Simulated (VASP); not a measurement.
Input of a VASP 6.6.1 run:

File INCAR:

```
PREC = Accurate ; ENCUT = 520
EDIFF = 1E-7 ; ISMEAR = -1
SIGMA = 0.05 ; LREAL = F
LASPH = T ; NELM = 150
ALGO = Normal ; ISIF = 2
LWAVE = F ; LCHARG = F
ISPIN = 2 ; MAGMOM = 4.5 0
LORBIT = 11 ; NUPDOWN = 4.5
LMAXMIX = 4 ; GGA = PS
NBANDS = 16
```

KPOINTS

```
regular mesh
0
Gamma
  8 8 8
```

Contents of POSCAR:

```
AlFe
1.0
    2.9100000000      0.0000000000      0.0000000000
    0.0000000000      2.9100000000      0.0000000000
    0.0000000000      0.0000000000      2.9100000000
Fe Al
1 1
Direct
    0.5000000000      0.5000000000      0.5000000000
    0.0000000000      0.0000000000      0.0000000000
```

Potentials or basis: VASP PAW PBE potentials, release 64 (Fe, Al).

Run with:

```console
$ cat potpaw_PBE.64/Fe/POTCAR potpaw_PBE.64/Al/POTCAR > POTCAR
$ mpirun -np 1 vasp_std > vasp.out
```

(1) What does it give for the pressure?

Answers

(1) 41.0 GPa.

Caveat: the cell stands under pressure; the PAW data sets were made with another functional, which shifts forces and pressure a little; the total moment is fixed, so each spin has its own Fermi level.
